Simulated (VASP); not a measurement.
Crystal: Cd2C.

```
Cd C
1.0
     3.85716    0.00000    0.00000
    -1.92858    3.34040    0.00000
     0.00000    0.00000    4.65834
Cd C
2 1
Direct
  0.33333 0.66667 0.04353
  0.66667 0.33333 0.04353
  0.00000 0.00000 0.76334
```

Base run:

```yaml
Program: VASP 6.6.1
Functional: PBE
Potentials_or_basis: VASP PAW PBE potentials, release 64 (Cd, C)
Cutoff: 520 eV
k_mesh: 6 × 6 × 4
Occupations: gaussian, width 0.1 eV
Spin: no spin polarisation
```

Its results: pressure 39.6 GPa; largest force 1.613 eV/Å.

**Question.** The run is repeated on the same cell with these changes: spin from no spin polarisation to collinear spin, ferromagnetic start; further incar settings from ALGO = Normal; EDIFF = 1e-06; NBANDS = 21 to ALGO = Normal; EDIFF = 1e-07; NBANDS = 25. What comes out?

**Answer.** Pressure 39.6 GPa; net moment 0.11 μB per cell; site moments Cd +0.00; C +0.05 μB; largest force 1.630 eV/Å.

Caveats: forces of over 1 eV/Å act on the atoms, so gaps and moduli don't describe the material at rest.
